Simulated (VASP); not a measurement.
# Ag (P6_3/mmc) in VASP: notebook, part 2 of 2

VASP 6.6.1.

## 4. Relaxation of cell and atoms, PBE, target pressure 31 GPa, at which the enthalpy is minimised

This run uses another cell than the first one, of 14.67 Å³/atom, 0.998 times its volume.

Contents of INCAR:

```
SYSTEM = Ag
PREC = Accurate
ENCUT = 600
EDIFF = 1E-6
ISMEAR = -1
SIGMA = 0.08
LREAL = .False.
LASPH = .True.
NELM = 100
ALGO = Normal
ISIF = 3
LWAVE = .False.
LCHARG = .False.
GGA = PE
IBRION = 2
NSW = 60
EDIFFG = -0.005
PSTRESS = 310.0
```

Contents of KPOINTS:

```
Automatic mesh
0
Gamma
  16 16 9
  0 0 0
```

Contents of POSCAR:

```
Ag
1.0
    2.7549700147      0.0000000000      0.0000000000
   -1.3774850074      2.3858740194      0.0000000000
    0.0000000000      0.0000000000      4.4630514238
Ag
2
Direct
    0.3333333333      0.6666666667      0.2500000000
    0.6666666667      0.3333333333      0.7500000000
```

Potentials or basis: VASP PAW PBE potentials, release 64 (Ag).

On the command line:

```bash
$ cat potpaw_PBE.64/Ag/POTCAR > POTCAR
$ mpirun -np 1 vasp_std > vasp.out
```

OUTCAR:

```text
SYSTEM = Ag
   PREC = Accurate
   ENCUT = 600
   EDIFF = 1E-6
   ISMEAR = -1
   LREAL = .False.
   LASPH = .True.
   NELM = 100
   ISIF = 3
   GGA = PE
   IBRION = 2
   NSW = 60
   EDIFFG = -0.005
   PSTRESS = 310.0

 ion  position               nearest neighbor table
   1  0.333  0.667  0.250-   2 2.74   2 2.74   2 2.74   2 2.74   2 2.74   2 2.74
   2  0.667  0.333  0.750-   1 2.74   1 2.74   1 2.74   1 2.74   1 2.74   1 2.74

  LATTYP: Found a hexagonal cell.
 ALAT       =     2.7549700147
 C/A-ratio  =     1.6200000000

  Lattice vectors:

 A1 = (   2.7549700147,   0.0000000000,   0.0000000000)
 A2 = (  -1.3774850074,   2.3858740194,   0.0000000000)
 A3 = (   0.0000000000,   0.0000000000,   4.4630514238)

Analysis of symmetry for initial positions (statically):
=====================================================================
[... 378 lines left out ...]
 cond. band min:      10.7529515917   @ k =   0.5000   0.0000   0.1111
 fundamental gap:      0.0501031367
 Fermi energy:        10.7318227018

 k-point     1 :       0.0000    0.0000    0.0000
  band No.  band energies     occupation
      1       1.7602      2.00000
      2       3.2497      2.00000
      3       5.2676      2.00000
      4       5.3865      2.00000
      5       5.3865      2.00000
      6       5.7022      2.00000
      7       5.7022      2.00000
      8       6.1594      2.00000
      9       6.1594      2.00000
     10       7.4695      2.00000
     11       7.4695      2.00000
     12       9.8656      1.99996
     13      15.2080      0.00000
     14      26.6909      0.00000
[... 401 lines left out ...]
      2       4.0941      2.00000
      3       4.2331      2.00000
      4       4.9216      2.00000
      5       5.1617      2.00000
      6       5.7623      2.00000
      7       5.8484      2.00000
      8       6.5948      2.00000
      9       7.5088      2.00000
     10       7.5585      2.00000
     11       9.0564      2.00000
     12      16.7451      0.00000
     13      17.0392      0.00000
     14      18.1066      0.00000
     15      19.4299      0.00000

 [... further k-points ...]
[... 5 lines left out ...]
  --------------------------------------------------------------------------------------
  -------------------------------------------------------------------------------------
  Total        5.6883981      5.6883981      5.6860802     -0.0000000      0.0000000     -0.0000000
  in kB      310.5435888    310.5435888    310.4170496     -0.0000000      0.0000000     -0.0000000
  external PRESSURE =       0.5014091 kB  Pullay stress =     310.0000000 kB
[... 21 lines left out ...]
  energy  without entropy=       -4.9230036532  energy(sigma->0) =       -4.92825510

  enthalpy is  TOTEN    =         0.7449342983 eV   P V=        5.6784408355

 reached required accuracy - stopping structural energy minimisation
```

OSZICAR:

```text
N       E                     dE             d eps       ncg     rms          rms(c)
DAV:   1     0.134881870164E+03    0.13488E+03   -0.13295E+04  4500   0.167E+03
DAV:   2    -0.405997205337E+01   -0.13894E+03   -0.13436E+03  4717   0.327E+02
DAV:   3    -0.550667473043E+01   -0.14467E+01   -0.14450E+01  5501   0.400E+01
DAV:   4    -0.551024077531E+01   -0.35660E-02   -0.35659E-02  5340   0.182E+00
[... 36 lines left out ...]
   5 F= 0.74493333E+00 E0= 0.75018405E+00  d E =-.608240E-04
       N       E                     dE             d eps       ncg     rms          rms(c)
DAV:   1    -0.493350966161E+01    0.57289E-03   -0.47911E-05  4696   0.787E-02    0.111E-02
DAV:   2    -0.493350655169E+01    0.31099E-05   -0.74473E-06  4605   0.334E-02    0.402E-03
DAV:   3    -0.493350653717E+01    0.14521E-07   -0.20059E-07  2313   0.504E-03
   6 F= 0.74493430E+00 E0= 0.75018574E+00  d E =-.598524E-04
```

CONTCAR:

```text
Ag
   1.00000000000000
     2.7472607875138428   -0.0000000000114701   -0.0000000000000000
    -1.3736303938167151    2.3791976328211129    0.0000000000000000
     0.0000000000000000   -0.0000000000000000    4.4900128847024003
  Ag
     2
Direct
     0.3333333332999970    0.6666666667000030    0.2500000000000000
     0.6666666667000030    0.3333333332999970    0.7500000000000000

  0.00000000E+00  0.00000000E+00  0.00000000E+00
  0.00000000E+00  0.00000000E+00  0.00000000E+00
```

It took 3.1 min on 1 thread of AMD EPYC 9R45 (Zen 5), shared host; peak memory 0.17 GiB.

What came out:

```
Free energy                                            : -4.9335 eV
Relaxed volume                                         : 14.67 Å³/atom
Relaxed cell                                           : a = 2.747 Å, b = 2.747 Å, c = 4.490 Å, α = 90.00°, β = 90.00°, γ = 120.00°
Space group after relaxing (to 0.05 Å)                 : P6_3/mmc (No. 194)
Energy change on relaxing (the enthalpy is what falls) : -1.7 meV/atom
Ionic steps                                            : 6
Pressure after relaxing                                : 31.1 GPa
Band gap on the k mesh                                 : zero (band 11 reaches 14.54 eV, above the bottom of band 12 at 7.17 eV)
```

The path:
```
step  energy change (eV)  largest force (eV/Å)  pressure (GPa)  volume (Å³)
   1              0.0000                0.0000           31.17        29.34
   2             -0.0137                0.0000           30.61        29.40
   3             -0.0130                0.0000           30.62        29.40
   4              0.0134                0.0000           31.82        29.26
   5             -0.0040                0.0000           30.96        29.35
   6             -0.0034                0.0000           31.05        29.35
```

Final structure:
```yaml
crystal:
  lattice:
    - [2.74726, 0.00000, 0.00000]
    - [-1.37363, 2.37920, 0.00000]
    - [0.00000, 0.00000, 4.49001]
  atoms:
    - { symbol: Ag, position: [0.33333, 0.66667, 0.25000] }
    - { symbol: Ag, position: [0.66667, 0.33333, 0.75000] }
```

Levels at points of the mesh, in eV from the Fermi level:
| k point | band 9 | band 10 | band 11 | band 12 | band 13 | band 14 |
| --- | --- | --- | --- | --- | --- | --- |
| (0.00, 0.00, 0.00) | -4.57 | -3.26 | -3.26 | -0.87 | 4.48 | 15.96 |
| (0.50, 0.00, 0.00) | -3.01 | -2.90 | 0.07 | 1.94 | 7.63 | 7.84 |

Caveat: the cell is relaxed towards a set pressure, so the enthalpy falls and the energy may rise.

## 5. Relaxation of cell and atoms, PBE, target pressure 31 GPa, at which the enthalpy is minimised

Contents of INCAR:

```
  ALGO = Normal
  EDIFF = 1E-6
  EDIFFG = -0.005
  ENCUT = 600
  GGA = PE
  IBRION = 2
  ISIF = 3
  ISMEAR = -1
  LASPH = True
  LCHARG = False
  LREAL = False
  LWAVE = False
  NELM = 100
  NSW = 32
  PREC = Accurate
  PSTRESS = 310.0
  SIGMA = 0.08
```

Contents of KPOINTS:

```
k-points
0
Gamma
  16 16 9
```

Contents of POSCAR:

```
Ag
1.0
    2.7491827277      0.0000000000      0.0000000000
   -1.3745913639      2.3808620818      0.0000000000
    0.0000000000      0.0000000000      4.4929291169
Ag
2
Direct
    0.3333333333      0.6666666667      0.2500000000
    0.6666666667      0.3333333333      0.7500000000
```

On the command line:

```bash
$ cat potpaw_PBE.64/Ag/POTCAR > POTCAR
$ mpirun -np 1 vasp_std > vasp.out
```

Wall time 2.7 min (1 thread of AMD EPYC 9R45 (Zen 5), shared host); peak memory 0.18 GiB.

Results (log left out):

- Free energy: -4.9350 eV
- Relaxed volume: 14.68 Å³/atom
- Relaxed cell: a = 2.748 Å, b = 2.748 Å, c = 4.490 Å, α = 90.00°, β = 90.00°, γ = 120.00°
- Space group after relaxing (to 0.05 Å): P6_3/mmc (No. 194)
- Energy change on relaxing (the enthalpy is what falls): +5.1 meV/atom
- Ionic steps: 5
- Pressure after relaxing: 31.0 GPa
- Band gap on the k mesh: zero (band 11 reaches 14.53 eV, above the bottom of band 12 at 7.17 eV)

Step by step:
```
step  energy change (eV)  largest force (eV/Å)  pressure (GPa)  volume (Å³)
   1              0.0000                0.0000           30.54        29.41
   2              0.0347                0.0000           32.04        29.23
   3              0.0107                0.0000           31.05        29.35
   4              0.0096                0.0000           30.95        29.36
   5              0.0101                0.0000           30.99        29.36
```

Final structure:
```
CELL_PARAMETERS angstrom
2.74756 0.00000 0.00000
-1.37378 2.37945 0.00000
0.00000 0.00000 4.49017
ATOMIC_POSITIONS crystal
Ag 0.33333 0.66667 0.25000
Ag 0.66667 0.33333 0.75000
```

Levels at points of the mesh, in eV from the Fermi level:
```tsv
k point	band 9	band 10	band 11	band 12	band 13	band 14
(0.00, 0.00, 0.00)	-4.57	-3.26	-3.26	-0.86	4.48	15.96
(0.50, 0.00, 0.00)	-3.00	-2.90	0.07	1.93	7.63	7.84
```

Caveat: the cell is relaxed towards a set pressure, so the enthalpy falls and the energy may rise.

## 6. The runs side by side

```tsv
task	cell	cutoff (eV)	gap on the mesh (eV)	pressure (GPa)
single point	a = 2.749, b = 2.749, c = 4.492 Å, angles 90.0, 90.0, 120.0°, 2 atoms	520	none	30.6
single point	a = 2.749, b = 2.749, c = 4.493 Å, angles 90.0, 90.0, 120.0°, 2 atoms	520	none	30.6
relaxation of cell and atoms	relaxed to 31 GPa from a = 2.755, b = 2.755, c = 4.463 Å, angles 90.0, 90.0, 120.0°, 2 atoms	600	none	31.1
relaxation of cell and atoms	relaxed to 31 GPa from a = 2.749, b = 2.749, c = 4.493 Å, angles 90.0, 90.0, 120.0°, 2 atoms	600	none	31.0
```

Alike in all rows: level PBE; potentials or basis VASP PAW PBE potentials, release 64 (Ag); no spin polarisation; k mesh 16 × 16 × 9; smearing fermi-dirac 0.08 eV.

Caveats: the cell is relaxed towards a set pressure, so the enthalpy falls and the energy may rise (some runs).

Total energies depend on the potentials used, so only differences within one code and one set of settings carry meaning.
